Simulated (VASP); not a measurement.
# BN (Cmcm) in VASP: notebook

Runs on BN. Level: LDA. Tasks: single point.

All numbers are computed with VASP 6.6.1; they aren't measurements. Logs are shortened: lines on timing, memory, paths and dates and some standing lists are left out, and cuts for length are marked.

**1. The cell of the first run**

Symmetry: Cmcm, No. 63, orthorhombic system. Conventional cell: a = 2.397 Å, b = 4.310 Å, c = 6.257 Å, α = 90.00°, β = 90.00°, γ = 90.00°. Within 1.9 Å of B (site symmetry m2m) lie 3 N at 1.40 to 1.42 Å. Within 1.9 Å of N (site symmetry m2m) lie 3 B at 1.40 to 1.42 Å.

**2. Single point, LDA (normal strain along x -0.0367, normal strain along z -0.0367)**

Contents of INCAR:

```
SYSTEM = BN
  ALGO = Normal
  EDIFF = 1E-6
  ENCUT = 520
  ISIF = 2
  ISMEAR = 0
  LASPH = .TRUE.
  LCHARG = .FALSE.
  LREAL = .FALSE.
  LWAVE = .FALSE.
  NBANDS = 16
  NELM = 60
  PREC = Accurate
  SIGMA = 0.05
```

Contents of KPOINTS:

```
k-points
0
G
  12 12 4
  0 0 0
```

Contents of POSCAR:

```
BN
1.0
    2.3970292072      0.0000000000      0.0000000000
   -1.1985146036      2.1549757989      0.0000000000
    0.0000000000      0.0000000000      6.2568950294
B N
2 2
Direct
    0.3281595431      0.6563190861      0.2500000000
    0.6718404569      0.3436809139      0.7500000000
    0.3416020342      0.6832040684      0.7500000000
    0.6583979658      0.3167959316      0.2500000000
```

Potentials or basis: VASP PAW LDA potentials, release 64 (B, N).

Started as:

```console
$ cat potpaw_LDA.64/B/POTCAR potpaw_LDA.64/N/POTCAR > POTCAR
$ mpirun -np 1 vasp_std > vasp.out
```

OUTCAR:

```text
SYSTEM = BN
   EDIFF = 1E-6
   ENCUT = 520
   ISIF = 2
   ISMEAR = 0
   LASPH = .TRUE.
   LREAL = .FALSE.
   NELM = 60
   PREC = Accurate

 ion  position               nearest neighbor table
   1  0.328  0.656  0.250-   4 1.40   4 1.40   4 1.42
   2  0.672  0.344  0.750-   3 1.40   3 1.40   3 1.42
   3  0.342  0.683  0.750-   2 1.40   2 1.40   2 1.42
   4  0.658  0.317  0.250-   1 1.40   1 1.40   1 1.42

  LATTYP: Found a base centered orthorhombic cell.
 ALAT       =     2.3970292072
 B/A-ratio  =     1.7980388328
 C/A-ratio  =     2.6102706678

  Lattice vectors:

 A1 = (   1.1985146036,  -2.1549757989,   0.0000000000)
 A2 = (   1.1985146036,   2.1549757989,   0.0000000000)
 A3 = (   0.0000000000,   0.0000000000,   6.2568950294)

Analysis of symmetry for initial positions (statically):
=====================================================================
 Subroutine PRICEL returns:
 Original cell was already a primitive cell.

 Routine SETGRP: Setting up the symmetry group for a
 base centered orthorhombic supercell.

 Subroutine GETGRP returns: Found  8 space group operations
 (whereof  4 operations were pure point group operations)
 out of a pool of  8 trial point group operations.

The static configuration has the point symmetry C_2h.
 The point group associated with its full space group is D_2h.

Analysis of symmetry for dynamics (positions and initial velocities):
=====================================================================
 Subroutine PRICEL returns:
 Original cell was already a primitive cell.

 Routine SETGRP: Setting up the symmetry group for a
 base centered orthorhombic supercell.

 Subroutine GETGRP returns: Found  8 space group operations
 (whereof  4 operations were pure point group operations)
 out of a pool of  8 trial point group operations.

The dynamic configuration has the point symmetry C_2h.
 The point group associated with its full space group is D_2h.

 Subroutine INISYM returns: Found  8 space group operations
 (whereof  4 operations are pure point group operations),
 and found     1 'primitive' translations

----------------------------------------------------------------------------------------

                                     Primitive cell

  volume of cell :      32.3202

  direct lattice vectors                    reciprocal lattice vectors
     2.397029207  0.000000000  0.000000000     0.417183069  0.232021167  0.000000000
    -1.198514604  2.154975799  0.000000000     0.000000000  0.464042334  0.000000000
     0.000000000  0.000000000  6.256895029     0.000000000  0.000000000  0.159823682

  length of vectors
     2.397029207  2.465838184  6.256895029     0.477363106  0.464042334  0.159823682

[... 91 lines left out ...]
   ISYM   =      2    0-nonsym 1-usesym 2-fastsym
   POTIM  = 0.5000    time-step for ionic-motion
   TEBEG  =    0.0;   TEEND  =   0.0 temperature during run
   PSTRESS=    0.0 pullay stress
   NELECT =      16.0000    total number of electrons
   NUPDOWN=      -1.0000    fix difference up-down
   EMIN   =  10.00;   EMAX   =-10.00  energy-range for DOS
   EFERMI =   0.00;   METHOD = LEGACY
   ISMEAR =     0;   SIGMA  =   0.05  broadening in eV -4-tet -1-fermi 0-gaus
   EFERMI_NEDOS =   21; number of points for ismear=-14 and -15
   IALGO  =     38    algorithm
   IMIX   =      4    mixing-type and parameters
     AMIX     =   0.40;   BMIX     =  1.00
     AMIX_MAG =   1.60;   BMIX_MAG =  1.00
  volume/ion in A,a.u.               =       8.08        54.53
  Fermi-wavevector in a.u.,A,eV,Ry     =   1.295060  2.447309 22.819432  1.677181
  Thomas-Fermi vector in A             =   2.426604
   LORBIT       =      0    0 simple, 1 ext, 2 COOP (PROOUT), +10 PAW based schemes
   GGA     = CA    functional components
   LHFCALC =     F    Hartree Fock is set to
   AEXX    =    0.0000 exact exchange contribution
   IVDW    =     0    specifies the selected vdW correction
   LEPSILON=     F    determine dielectric tensor
   LRPA    =     F    only Hartree local field effects (RPA)
 non-spin polarized calculation
 Gauss-broadening in eV      SIGMA  =   0.05
  energy-cutoff  :      520.00
  volume of cell :       32.32
 maximum number of plane-waves:       890
 NGX is ok and might be reduce to    18
   NGX =  9   NGY =  9   NGZ = 23

 number of electron      16.0000000 magnetization

 Free energy of the ion-electron system (eV)
  ---------------------------------------------------
  ext. energy  EPLUGINS =         0.00000000
  ---------------------------------------------------
  free energy    TOTEN  =       -38.42177580 eV

  energy without entropy =      -38.42177580  energy(sigma->0) =      -38.42177580

 E-fermi :   3.4351     XC(G=0): -11.0566

 val. band max:        3.1170183644   @ k =   0.4167   0.2500   0.0000
 cond. band min:       6.9878418811   @ k =   0.0000   0.5000   0.0000
 fundamental gap:      3.8708235167
 Fermi energy:         3.4351172155

 k-point     1 :       0.0000    0.0000    0.0000
  band No.  band energies     occupation
      1     -15.1160      2.00000
      2     -14.6414      2.00000
      3      -3.9996      2.00000
      4      -1.1514      2.00000
      5       1.4727      2.00000
      6       1.5376      2.00000
[... 433 lines left out ...]
      3      -5.8445      2.00000
      4      -5.7236      2.00000
      5      -2.7891      2.00000
      6      -2.6764      2.00000
[... 8 lines left out ...]
     15      18.2066      0.00000
     16      21.8046      0.00000

 [... further k-points ...]

------------------------ aborting loop because EDIFF is reached ----------------------------------------

  FORCE on cell =-STRESS in cart. coord.  units (eV):
  Direction    XX          YY          ZZ          XY          YZ          ZX
  --------------------------------------------------------------------------------------
  -------------------------------------------------------------------------------------
  Total        8.0026723      2.1678806      0.2516869      0.0000000      0.0000000      0.0000000
  in kB      396.7080597    107.4660633     12.4766090      0.0000000      0.0000000      0.0000000
  external PRESSURE =     172.2169107 kB  Pullay stress =       0.0000000 kB

 VOLUME and BASIS-vectors are now :
 -----------------------------------------------------------------------------
  energy-cutoff  :      520.00
  volume of cell :       32.32
      direct lattice vectors                 reciprocal lattice vectors
     2.397029207  0.000000000  0.000000000     0.417183069  0.232021167  0.000000000
    -1.198514604  2.154975799  0.000000000     0.000000000  0.464042334  0.000000000
     0.000000000  0.000000000  6.256895029     0.000000000  0.000000000  0.159823682

 POSITION                                       TOTAL-FORCE (eV/Angst)
 -----------------------------------------------------------------------------------
      0.00000      1.41435      1.56422         0.000000      0.003647      0.000000
      1.19851      0.74062      4.69267         0.000000     -0.003647      0.000000
      0.00000      1.47229      4.69267        -0.000000      0.004051     -0.000000
      1.19851      0.68269      1.56422         0.000000     -0.004051     -0.000000
 -----------------------------------------------------------------------------------
    total drift:                               -0.000000      0.000000      0.000000

  FREE ENERGIE OF THE ION-ELECTRON SYSTEM (eV)
  ---------------------------------------------------
  free  energy   TOTEN  =       -38.4217758011 eV

  energy  without entropy=      -38.4217758011  energy(sigma->0) =      -38.42177580
```

OSZICAR:

```text
N       E                     dE             d eps       ncg     rms          rms(c)
DAV:   1     0.407862058412E+02    0.40786E+02   -0.81515E+03  4128   0.935E+02
DAV:   2    -0.402745132125E+02   -0.81061E+02   -0.74606E+02  5696   0.214E+02
DAV:   3    -0.428917404794E+02   -0.26172E+01   -0.26089E+01  5328   0.368E+01
DAV:   4    -0.429036831666E+02   -0.11943E-01   -0.11941E-01  5192   0.287E+00
DAV:   5    -0.429037755820E+02   -0.92415E-04   -0.92414E-04  5248   0.233E-01    0.117E+01
DAV:   6    -0.389857599055E+02    0.39180E+01   -0.58926E+00  5024   0.186E+01    0.513E+00
DAV:   7    -0.385463038603E+02    0.43946E+00   -0.59476E-01  5600   0.548E+00    0.312E+00
DAV:   8    -0.384269590595E+02    0.11934E+00   -0.27200E-01  5392   0.362E+00    0.464E-01
DAV:   9    -0.384218052277E+02    0.51538E-02   -0.16244E-02  4664   0.100E+00    0.201E-01
DAV:  10    -0.384217649640E+02    0.40264E-04   -0.71630E-04  5528   0.200E-01    0.255E-02
DAV:  11    -0.384217749162E+02   -0.99522E-05   -0.29397E-05  4792   0.430E-02    0.185E-02
DAV:  12    -0.384217758011E+02   -0.88490E-06   -0.58789E-06  4960   0.180E-02
   1 F= -.38421776E+02 E0= -.38421776E+02  d E =-.517692E-21
```

Run time: 26 s. Hardware: 1 thread of AMD EPYC 9R45 (Zen 5), shared host; peak memory 0.13 GiB.

What came out:

```yaml
Free_energy: -38.4218 eV
Pressure: 17.2 GPa
Largest_force: 0.004 eV/Å
Band_gap_on_the_k_mesh: 3.87 eV, indirect (least direct gap 4.41 eV)
```

Forces in eV/Å, atoms in the order of the input:
```
B    0.000  0.004  0.000
B    0.000 -0.004  0.000
N    0.000  0.004  0.000
N    0.000 -0.004  0.000
```

Levels at points of the mesh, in eV from the valence-band top:
```
           k point  band 6  band 7  band 8  band 9  band 10  band 11
(0.00, 0.00, 0.00)   -1.58   -1.07   -1.02    5.25    10.96    11.49
(0.50, 0.00, 0.00)   -4.52   -1.77   -0.37    4.05     5.97     9.84
(0.00, 0.50, 0.00)   -3.80   -2.05   -0.71    3.87     5.64    10.52
(0.00, 0.00, 0.50)   -1.61   -1.05   -1.05    8.10     8.10    11.69
(0.50, 0.00, 0.50)   -4.57   -1.03   -1.03    4.66     4.66    10.24
(0.00, 0.50, 0.50)   -3.85   -1.32   -1.32    4.36     4.36    11.40
```

Caveat: the cell differs from its parent crystal (normal strain along x -0.0367, normal strain along z -0.0367).

[end of part 1 of 3]
